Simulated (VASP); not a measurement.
# WC (P-6m2) in VASP: electric field gradients with r2SCAN

Aim: the electric field gradients of WC with r2SCAN.

Program: VASP 6.6.1. These are calculated values, not measurements. Logs are shortened: lines on timing, memory, paths and dates and some standing lists are left out, and cuts for length are marked.

## (1) The cell of the first run

Symmetry: P-6m2, No. 187, hexagonal system. The conventional cell has a = 2.901 Å, b = 2.901 Å, c = 2.829 Å, α = 90.00°, β = 90.00°, γ = 120.00°. Within 3.0 Å of W (site symmetry -6m2) lie 6 C at 2.19 Å and 8 W at 2.83 to 2.90 Å. Within 3.0 Å of C (site symmetry -6m2) lie 6 W at 2.19 Å and 8 C at 2.83 to 2.90 Å.

## (2) Electric field gradients, r2SCAN

Input file POSCAR:

```
WC
1.0
    2.9005014360      0.0000000000      0.0000000000
   -1.4502507180      2.5119079273      0.0000000000
    0.0000000000      0.0000000000      2.8290000000
W C
1 1
Direct
    0.0000000000      0.0000000000      0.0000000000
    0.6666666667      0.3333333333      0.5000000000
```

Input file INCAR.step1:

```
SYSTEM = WC
PREC = Accurate
ENCUT = 520
ISMEAR = -1
SIGMA = 0.05
LREAL = .FALSE.
LASPH = .TRUE.
NELM = 80
NBANDS = 16
GGA = PE
ALGO = Normal
EDIFF = 1E-4
LWAVE = .TRUE.
LCHARG = .FALSE.
```

Input file INCAR.step2:

```
SYSTEM = WC
PREC = Accurate
ENCUT = 520
EDIFF = 1E-8
ISMEAR = -1
SIGMA = 0.05
LREAL = .FALSE.
LASPH = .TRUE.
NELM = 80
ALGO = Normal
ISIF = 2
LWAVE = .FALSE.
LCHARG = .FALSE.
METAGGA = R2SCAN
LMIXTAU = .TRUE.
LEFG = .TRUE.
NBANDS = 16
ISTART = 1
```

Input file KPOINTS:

```
regular mesh
0
G
  14 14 13
  0 0 0
```

Potentials or basis: VASP PAW PBE potentials, release 64 (W_sv, C).

The run is started by

```
cat potpaw_PBE.64/W_sv/POTCAR potpaw_PBE.64/C/POTCAR > POTCAR
cp INCAR.step1 INCAR
mpirun -np 1 vasp_std > vasp.out
cp INCAR.step2 INCAR
mpirun -np 1 vasp_std > vasp.out
```

OUTCAR:

```text
SYSTEM = WC
   PREC = Accurate
   ENCUT = 520
   EDIFF = 1E-8
   ISMEAR = -1
   LREAL = .FALSE.
   LASPH = .TRUE.
   NELM = 80
   ISIF = 2
   METAGGA = R2SCAN
   ISTART = 1

 ion  position               nearest neighbor table
   1  0.000  0.000  0.000-   2 2.19   2 2.19   2 2.19   2 2.19   2 2.19   2 2.19
   2  0.667  0.333  0.500-   1 2.19   1 2.19   1 2.19   1 2.19   1 2.19   1 2.19

  LATTYP: Found a hexagonal cell.
 ALAT       =     2.9005014360
 C/A-ratio  =     0.9753485949

  Lattice vectors:

 A1 = (   2.9005014360,   0.0000000000,   0.0000000000)
 A2 = (  -1.4502507180,   2.5119079273,   0.0000000000)
 A3 = (   0.0000000000,   0.0000000000,   2.8290000000)

Analysis of symmetry for initial positions (statically):
=====================================================================
 Subroutine PRICEL returns:
 Original cell was already a primitive cell.

 Routine SETGRP: Setting up the symmetry group for a
 hexagonal supercell.

 Subroutine GETGRP returns: Found 12 space group operations
 (whereof 12 operations were pure point group operations)
 out of a pool of 24 trial point group operations.

The static configuration has the point symmetry D_3h.

Analysis of symmetry for dynamics (positions and initial velocities):
=====================================================================
 Subroutine PRICEL returns:
 Original cell was already a primitive cell.

 Routine SETGRP: Setting up the symmetry group for a
 hexagonal supercell.

 Subroutine GETGRP returns: Found 12 space group operations
 (whereof 12 operations were pure point group operations)
 out of a pool of 24 trial point group operations.

The dynamic configuration has the point symmetry D_3h.

 Subroutine INISYM returns: Found 12 space group operations
 (whereof 12 operations are pure point group operations),
 and found     1 'primitive' translations

----------------------------------------------------------------------------------------

                                     Primitive cell

  volume of cell :      20.6115

  direct lattice vectors                    reciprocal lattice vectors
     2.900501436  0.000000000  0.000000000     0.344767973  0.199051882  0.000000000
    -1.450250718  2.511907927  0.000000000     0.000000000  0.398103764  0.000000000
     0.000000000  0.000000000  2.829000000     0.000000000  0.000000000  0.353481796

  length of vectors
     2.900501436  2.900501436  2.829000000     0.398103764  0.398103764  0.353481796

  position of ions in fractional coordinates (direct lattice)
     0.000000000  0.000000000  0.000000000
     0.666666667  0.333333333  0.500000000

  ion indices of the primitive-cell ions
   primitive index   ion index
                 1           1
                 2           2

----------------------------------------------------------------------------------------

 KPOINTS: regular mesh

Automatic generation of k-mesh.
 Grid dimensions read from file:
 generate k-points for:   14   14   13

 Generating k-lattice:

  Cartesian coordinates                     Fractional coordinates (reciprocal lattice)
     0.024626284  0.014217992  0.000000000     0.071428571 -0.000000000  0.000000000
     0.000000000  0.028435983  0.000000000     0.000000000  0.071428571  0.000000000
     0.000000000  0.000000000  0.027190907     0.000000000  0.000000000  0.076923077

  Length of vectors
     0.028435983  0.028435983  0.027190907

  Shift w.r.t. Gamma in fractional coordinates (k-lattice)
     0.000000000  0.000000000  0.000000000

 Subroutine IBZKPT returns following result:
 ===========================================

 Found    168 irreducible k-points:

 Following reciprocal coordinates:
            Coordinates               Weight
  0.000000  0.000000  0.000000      1.000000
  0.071429  0.000000  0.000000      6.000000
  0.142857  0.000000  0.000000      6.000000
  0.214286  0.000000  0.000000      6.000000
  0.285714  0.000000  0.000000      6.000000
  0.357143  0.000000  0.000000      6.000000
[... 16 lines left out ...]
  0.285714  0.285714  0.000000      6.000000
  0.357143  0.285714  0.000000      6.000000
 [... further k-points ...]
   k-points           NKPTS =    168   k-points in BZ     NKDIM =    168   number of bands    NBANDS=     16
   number of dos      NEDOS =    301   number of ions     NIONS =      2
   total plane-waves  NPLWV =  13824
   dimension x,y,z NGX =    24 NGY =   24 NGZ =   24
   dimension x,y,z NGXF=    48 NGYF=   48 NGZF=   48
   ions per type =               1   1
   NGX,Y,Z   is equivalent  to a cutoff of  13.76, 13.76, 14.10 a.u.
   NGXF,Y,Z  is equivalent  to a cutoff of  27.51, 27.51, 28.21 a.u.
 SYSTEM =  WC
   PREC   = accura    normal or accurate (medium, high low for compatibility)
   ISTART =      1    job   : 0-new  1-cont  2-samecut
   ICHARG =      0    charge: 1-file 2-atom 10-const
   ISPIN  =      1    spin polarized calculation?
   LNONCOLLINEAR =      F non collinear calculations
   LSORBIT =      F    spin-orbit coupling
   LASPH  =      T    aspherical Exc in radial PAW
   ENCUT  =  520.0 eV  38.22 Ry    6.18 a.u.   5.39  5.39  5.26*2*pi/ulx,y,z
   NELM   =     80;   NELMIN=  2; NELMDL=  0     # of ELM steps
   EDIFF  = 0.1E-07   stopping-criterion for ELM
   LREAL  =      F    real-space projection
   EDIFFG = 0.1E-06   stopping-criterion for IOM
   NSW    =      0    number of steps for IOM
   IBRION =     -1    ionic relax: 0-MD 1-quasi-New 2-CG
   NFREE  =      0    steps in history (QN), initial steepest desc. (CG)
   ISIF   =      2    stress and relaxation
   ISYM   =      2    0-nonsym 1-usesym 2-fastsym
   POTIM  = 0.5000    time-step for ionic-motion
   TEBEG  =    0.0;   TEEND  =   0.0 temperature during run
   PSTRESS=    0.0 pullay stress
   NELECT =      18.0000    total number of electrons
   NUPDOWN=      -1.0000    fix difference up-down
   EMIN   =  10.00;   EMAX   =-10.00  energy-range for DOS
   EFERMI =   0.00;   METHOD = LEGACY
   ISMEAR =    -1;   SIGMA  =   0.05  broadening in eV -4-tet -1-fermi 0-gaus
   EFERMI_NEDOS =   21; number of points for ismear=-14 and -15
   IALGO  =     38    algorithm
   IMIX   =      4    mixing-type and parameters
     AMIX     =   0.40;   BMIX     =  1.00
     AMIX_MAG =   1.60;   BMIX_MAG =  1.00
  volume/ion in A,a.u.               =      10.31        69.55
  Fermi-wavevector in a.u.,A,eV,Ry     =   1.564813  2.957068 33.315762  2.448639
  Thomas-Fermi vector in A             =   2.667381
   LORBIT       =      0    0 simple, 1 ext, 2 COOP (PROOUT), +10 PAW based schemes
   METAGGA = R2SCAN    functional components
   LHFCALC =     F    Hartree Fock is set to
   AEXX    =    0.0000 exact exchange contribution
   IVDW    =     0    specifies the selected vdW correction
   LEPSILON=     F    determine dielectric tensor
   LRPA    =     F    only Hartree local field effects (RPA)
 non-spin polarized calculation
  energy-cutoff  :      520.00
  volume of cell :       20.61
 maximum number of plane-waves:       580
 NGX is ok and might be reduce to    24
   NGX = 11   NGY = 11   NGZ = 11

 number of electron      18.0000001 magnetization

 Free energy of the ion-electron system (eV)
  ---------------------------------------------------
  ext. energy  EPLUGINS =         0.00000000
  ---------------------------------------------------
  free energy    TOTEN  =       -61.60812005 eV

  energy without entropy =      -61.60610797  energy(sigma->0) =      -61.60711401

 E-fermi :  11.0534     XC(G=0): -15.0140

 val. band max:       11.0527544881   @ k =   0.5000   0.0000   0.3846
 cond. band min:      11.0651401624   @ k =   0.0714   0.0714   0.3846
 fundamental gap:      0.0123856743
 Fermi energy:        11.0534101195

 k-point     1 :       0.0000    0.0000    0.0000
  band No.  band energies     occupation
      1     -64.8713      2.00000
      2     -28.1759      2.00000
      3     -28.0686      2.00000
      4     -28.0686      2.00000
      5      -4.2350      2.00000
      6       6.5287      2.00000
[... 8 lines left out ...]
     15      26.3944      0.00000
     16      28.7129      0.00000

 k-point     2 :       0.0714    0.0000    0.0000
  band No.  band energies     occupation
      1     -64.8679      2.00000
      2     -28.1700      2.00000
      3     -28.1150      2.00000
      4     -28.0790      2.00000
      5      -4.0954      2.00000
      6       6.5786      2.00000
[... 8 lines left out ...]
     15      26.0813      0.00000
     16      29.0147      0.00000

 k-point     3 :       0.1429    0.0000    0.0000
  band No.  band energies     occupation
      1     -64.8586      2.00000
      2     -28.2432      2.00000
      3     -28.1532      2.00000
      4     -28.1080      2.00000
      5      -3.6953      2.00000
      6       6.3609      2.00000
[... 8 lines left out ...]
     15      25.7116      0.00000
     16      29.8624      0.00000

 k-point     4 :       0.2143    0.0000    0.0000
  band No.  band energies     occupation
      1     -64.8451      2.00000
      2     -28.4247      2.00000
      3     -28.1497      2.00000
      4     -28.1290      2.00000
      5      -3.0876      2.00000
      6       5.6507      2.00000
[... 8 lines left out ...]
     15      25.7770      0.00000
     16      30.5147      0.00000

 k-point     5 :       0.2857    0.0000    0.0000
  band No.  band energies     occupation
      1     -64.8301      2.00000
      2     -28.6208      2.00000
      3     -28.1955      2.00000
      4     -28.1019      2.00000
      5      -2.3555      2.00000
      6       4.9046      2.00000
[... 8 lines left out ...]
     15      26.5209      0.00000
     16      29.6655      0.00000

 k-point     6 :       0.3571    0.0000    0.0000
  band No.  band energies     occupation
      1     -64.8165      2.00000
      2     -28.7932      2.00000
      3     -28.2364      2.00000
      4     -28.0774      2.00000
      5      -1.6157      2.00000
      6       4.2796      2.00000
[... 8 lines left out ...]
     15      26.8529      0.00000
     16      28.7229      0.00000
[... 267 lines left out ...]
 k-point    21 :       0.2857    0.2143    0.0000
  band No.  band energies     occupation
      1     -64.8038      2.00000
      2     -28.8014      2.00000
      3     -28.4371      2.00000
      4     -28.0544      2.00000
      5      -0.7323      2.00000
      6       4.1264      2.00000
[... 8 lines left out ...]
     15      27.5176      0.00000
     16      28.8612      0.00000

 k-point    22 :       0.3571    0.2143    0.0000
  band No.  band energies     occupation
      1     -64.7986      2.00000
      2     -28.8317      2.00000
      3     -28.4877      2.00000
      4     -28.0451      2.00000
      5      -0.3402      2.00000
      6       4.0084      2.00000
[... 8 lines left out ...]
     15      26.9198      0.00000
     16      29.1626      0.00000

 k-point    23 :       0.2857    0.2857    0.0000
  band No.  band energies     occupation
      1     -64.7979      2.00000
      2     -28.7835      2.00000
      3     -28.5500      2.00000
      4     -28.0438      2.00000
      5      -0.2693      2.00000
      6       4.1123      2.00000
[... 8 lines left out ...]
     15      27.6583      0.00000
     16      28.7273      0.00000

 k-point    24 :       0.3571    0.2857    0.0000
  band No.  band energies     occupation
      1     -64.7958      2.00000
      2     -28.7565      2.00000
      3     -28.6110      2.00000
      4     -28.0400      2.00000
      5      -0.0917      2.00000
      6       4.1441      2.00000
[... 8 lines left out ...]
     15      27.4119      0.00000
     16      28.1762      0.00000

 [... further k-points ...]
[... 5 lines left out ...]
  --------------------------------------------------------------------------------------
  -------------------------------------------------------------------------------------
  Total        0.8120669      0.8120669      0.8250165      0.0000000     -0.0000000     -0.0000000
  in kB       63.1237264     63.1237264     64.1303254      0.0000000     -0.0000000     -0.0000000
  external PRESSURE =      63.4592594 kB  Pullay stress =       0.0000000 kB

 VOLUME and BASIS-vectors are now :
 -----------------------------------------------------------------------------
  energy-cutoff  :      520.00
  volume of cell :       20.61
      direct lattice vectors                 reciprocal lattice vectors
     2.900501436  0.000000000  0.000000000     0.344767973  0.199051882  0.000000000
    -1.450250718  2.511907927  0.000000000     0.000000000  0.398103764  0.000000000
     0.000000000  0.000000000  2.829000000     0.000000000  0.000000000  0.353481796

 POSITION                                       TOTAL-FORCE (eV/Angst)
 -----------------------------------------------------------------------------------
      0.00000      0.00000      0.00000         0.000000      0.000000      0.000000
      1.45025      0.83730      1.41450        -0.000000     -0.000000      0.000000
 -----------------------------------------------------------------------------------
    total drift:                               -0.000000      0.000000      0.000000

  FREE ENERGIE OF THE ION-ELECTRON SYSTEM (eV)
  ---------------------------------------------------
  free  energy   TOTEN  =       -61.6081200524 eV

  energy  without entropy=      -61.6061079740  energy(sigma->0) =      -61.60711401

 Electric field gradients (V/A^2)
---------------------------------------------------------------------
 ion       V_xx      V_yy      V_zz      V_xy      V_xz      V_yz
---------------------------------------------------------------------
   1      69.851    69.852  -139.703     0.000     0.000     0.000
   2       0.070     0.071    -0.141     0.000    -0.000    -0.000
---------------------------------------------------------------------

 Electric field gradients after diagonalization (V/A^2)
 (convention: |V_zz| > |V_xx| > |V_yy|)
----------------------------------------------------------------------
 ion       V_xx      V_yy      V_zz     asymmetry (V_yy - V_xx)/ V_zz
----------------------------------------------------------------------
   1      69.852    69.851  -139.703       0.000
   2       0.071     0.070    -0.141       0.006
----------------------------------------------------------------------

           NMR quadrupolar parameters

 Cq : quadrupolar parameter    Cq=e*Q*V_zz/h
 eta: asymmetry parameters     (V_yy - V_xx)/ V_zz
 Q  : nuclear electric quadrupole moment in mb (millibarn)
----------------------------------------------------------------------
 ion       Cq(MHz)       eta       Q (mb)
----------------------------------------------------------------------
   1      -0.338       0.000       1.000
   2      -0.000       0.006       1.000
----------------------------------------------------------------------
```

Run time: 94 s. Hardware: 1 thread of Intel Xeon Platinum 8488C (Sapphire Rapids), shared host; peak memory 0.19 GiB.

What came out:

* Free energy: -61.6081 eV
* Pressure: 6.3 GPa
* Band gap on the k mesh: zero (bands 9 and 10 overlap by 1.36 eV)
* Largest electric field gradient by atom: W -139.7; C -0.1 V/Å²

Electric field gradients, principal values (V/Å²):
```
atom   least  middle  greatest (by size)
 1 W  69.851  69.852            -139.703
 2 C   0.070   0.071              -0.141
```

Caveat: the cell stands under pressure; without QUAD_EFG the Cq values of the log hold for a quadrupole moment of 1 mb, not for the nuclei; the PAW data sets were made with another functional, which shifts forces and pressure a little; spin-orbit coupling is left out, which moves the levels of the heavy elements.
